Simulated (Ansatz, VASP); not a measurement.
# Sr2TeO in VASP and in Ansatz

```
CELL_PARAMETERS angstrom
4.27963 0.00000 0.00000
0.00000 4.27963 0.00000
0.00000 0.00000 6.20666
ATOMIC_POSITIONS crystal
O 0.00000 0.00000 0.00000
Sr 0.00000 0.00000 0.50000
Sr 0.50000 0.50000 0.00000
Te 0.50000 0.50000 0.50000
```

Change from the starting cell: epitaxial_xy strain -1.8%.

Alike in both runs: task single point; functional r2SCAN; k mesh 6 × 6 × 4; no spin polarisation.

|  | VASP | Ansatz |
| --- | --- | --- |
| version | VASP 6.6.1 | Ansatz 0.2.0 |
| potentials or method | VASP PAW PBE potentials, release 64 (O, Sr_sv, Te) | plane waves, PAW |
| plane-wave cutoff (eV) | 520 | 500 |
| occupations | gaussian, width 0.01 eV | fixed |
| valence electrons in the cell | 32 | 42 |

VASP gave:

| Item | Value |
| --- | --- |
| gap on the k mesh at the Fermi level (eV) | 1.78 |
| pressure (GPa) | 1.6 |

**Question.** What did Ansatz give for the same quantities?

**Answer.** gap on the k mesh at the Fermi level (eV): 1.80; pressure (GPa): 1.5.

VASP's potentials were made for PBE, not for r2SCAN. VASP's potentials hold 32 valence electrons a cell and Ansatz's 42, so a difference there can come from the potentials and not from the codes.

Spin-orbit coupling is off throughout.
